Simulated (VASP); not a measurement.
TaN: single point with BLYP

The system is TaN.

```
Ta N
1.0
     2.93800    0.00000    0.00000
    -1.46900    2.54438    0.00000
     0.00000    0.00000    2.88300
Ta N
1 1
Direct
  0.33333 0.66667 0.50000
  0.00000 0.00000 0.00000
```

| Property | Result |
| --- | --- |
| Program | VASP 6.6.1 |
| Task | single point |
| Functional | BLYP |
| Potentials or basis | VASP PAW PBE potentials, release 64 (Ta_pv, N) |
| Cutoff | 520 eV |
| k mesh | 12 × 12 × 10 |
| Occupations | methfessel-paxton, width 0.05 eV |
| Spin | no spin polarisation |
| Dipole correction | no |
| Further INCAR settings | ALGO = Normal; EDIFF = 1e-06; NBANDS = 15 |

- Pressure: 18.0 GPa
- Band gap on the k mesh: zero (band 8 reaches 9.16 eV, above the bottom of band 9 at 8.65 eV)

Stress tensor (GPa, compression positive):
```
17.28  0.00  0.00
 0.00 17.28  0.00
 0.00  0.00 19.49
```

Levels at points of the mesh, in eV from the Fermi level:
| k point | band 4 | band 5 | band 6 | band 7 | band 8 | band 9 | band 10 | band 11 | band 12 | band 13 |
| --- | --- | --- | --- | --- | --- | --- | --- | --- | --- | --- |
| (0.00, 0.00, 0.00) | -17.72 | -4.63 | -4.63 | -4.22 | -2.98 | 2.35 | 3.45 | 3.45 | 3.86 | 3.86 |
| (0.50, 0.00, 0.00) | -15.49 | -8.19 | -5.26 | -3.49 | -3.23 | 2.89 | 3.86 | 5.12 | 5.13 | 7.71 |
| (0.00, 0.00, 0.50) | -15.12 | -9.24 | -3.84 | -3.84 | -0.18 | -0.18 | 2.22 | 3.27 | 3.27 | 8.58 |
| (0.50, 0.00, 0.50) | -15.82 | -7.29 | -6.12 | -5.74 | -0.36 | 4.14 | 5.16 | 5.83 | 6.91 | 10.21 |

It took 25 s on 1 thread of Intel(R) Xeon(R) Platinum 8259CL CPU @ 2.50GHz (Skylake/Cascade Lake), on a shared host, peak memory 0.16 GiB.

Caveat: the PAW data sets were made with another functional, which shifts forces and pressure a little; spin-orbit coupling is left out, which moves the levels of the heavy elements.
